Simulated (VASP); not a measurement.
A run of VASP 6.6.1:

The input POSCAR:

```
AgCl
1.0
    0.0000000000      2.7731725651      2.7731725651
    2.7731725651      0.0000000000      2.7731725651
    2.7731725651      2.7731725651      0.0000000000
Ag Cl
1 1
Direct
    0.0000000000      0.0000000000      0.0000000000
    0.5000000000      0.5000000000      0.5000000000
```

INCAR.step1

```
PREC = Accurate
ENCUT = 520
EDIFF = 1E-5
ISMEAR = 0
SIGMA = 0.01
LREAL = F
LASPH = T
NELM = 60
ALGO = Normal
ISIF = 2
LWAVE = T
LCHARG = F
GGA = PE
NBANDS = 16
```

Contents of INCAR.step2:

```
PREC = Accurate
ENCUT = 520
EDIFF = 1E-6
ISMEAR = 0
SIGMA = 0.01
LREAL = F
LASPH = T
NELM = 60
ALGO = Normal
ISIF = 2
LWAVE = F
LCHARG = F
GGA = PE
LHFCALC = T
AEXX = 0.3
HFSCREEN = 0.2078
PRECFOCK = Normal
ISTART = 1
NBANDS = 16
```

Contents of KPOINTS:

```
Automatic mesh
0
Gamma
  4 4 4
```

Potentials or basis: VASP PAW PBE potentials, release 64 (Ag, Cl).

The run is started by

```bash
$ cat potpaw_PBE.64/Ag/POTCAR potpaw_PBE.64/Cl/POTCAR > POTCAR
$ cp INCAR.step1 INCAR
$ mpirun -np 1 vasp_std > vasp.out
$ cp INCAR.step2 INCAR
$ mpirun -np 1 vasp_std > vasp.out
```

Hardware: 1 thread of Oxide Virtual Turin-like Processor, with other jobs on the host.

Question: How long does it take, and how much memory?

Answer: Wall time 8.2 min on 1 thread of Oxide Virtual Turin-like Processor, on a shared host, peak memory 0.24 GiB. Counts: k points 8.
